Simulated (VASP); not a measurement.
Write the native input for VASP 6.6.1 that does the following.

```yaml
Task: single point
Functional: PBE
Dispersion: D3(BJ)
Potentials_or_basis: VASP PAW PBE potentials, release 64 (Na_pv, Cl)
Cutoff: 520 eV
k_mesh: 8 × 8 × 8
Occupations: gaussian, width 0.02 eV
Spin: no spin polarisation
Dipole_correction: no
Further_INCAR_settings: ALGO = Normal; EDIFF = 1e-07; NBANDS = 14
```

The structure of NaCl lies in POSCAR:

```
NaCl
1.0
    0.0000000000      2.7889071906      2.7889071906
    2.7889071906      0.0000000000      2.7889071906
    2.7889071906      2.7889071906      0.0000000000
Na Cl
1 1
Direct
    0.0000000000      0.0000000000      0.0000000000
    0.5000000000      0.5000000000      0.5000000000
```

One way to write it, as run:

INCAR

```
SYSTEM = NaCl
PREC     = Accurate       ! precision mode
ENCUT    = 520            ! plane-wave cutoff, eV
EDIFF    = 1E-7           ! SCF threshold, eV
ISMEAR   = 0              ! smearing method
SIGMA    = 0.02           ! smearing width, eV
LREAL    = .FALSE.        ! projectors in reciprocal space
LASPH    = .TRUE.         ! aspherical terms in the spheres
NELM     = 60             ! most SCF steps
ALGO     = Normal         ! electronic algorithm
ISIF     = 2              ! what is computed and relaxed
LWAVE    = .FALSE.        ! write WAVECAR
LCHARG   = .FALSE.        ! write CHGCAR
GGA      = PE             ! functional
IVDW     = 12             ! dispersion correction
NBANDS   = 14             ! bands
```

KPOINTS

```
Automatic mesh
0
G
  8 8 8
  0 0 0
```

Potentials or basis: VASP PAW PBE potentials, release 64 (Na_pv, Cl).

Launch:

```sh
$ cat potpaw_PBE.64/Na_pv/POTCAR potpaw_PBE.64/Cl/POTCAR > POTCAR
$ mpirun -np 1 vasp_std > vasp.out
```

It gave:

- Pressure: 0.0 GPa
- Band gap on the k mesh: 5.24 eV, direct
- Dispersion energy per atom: -0.222 eV

It took 43 s on 1 thread of Intel(R) Xeon(R) Platinum 8259CL CPU @ 2.50GHz (Skylake/Cascade Lake), with other jobs on the host, peak memory 0.17 GiB.
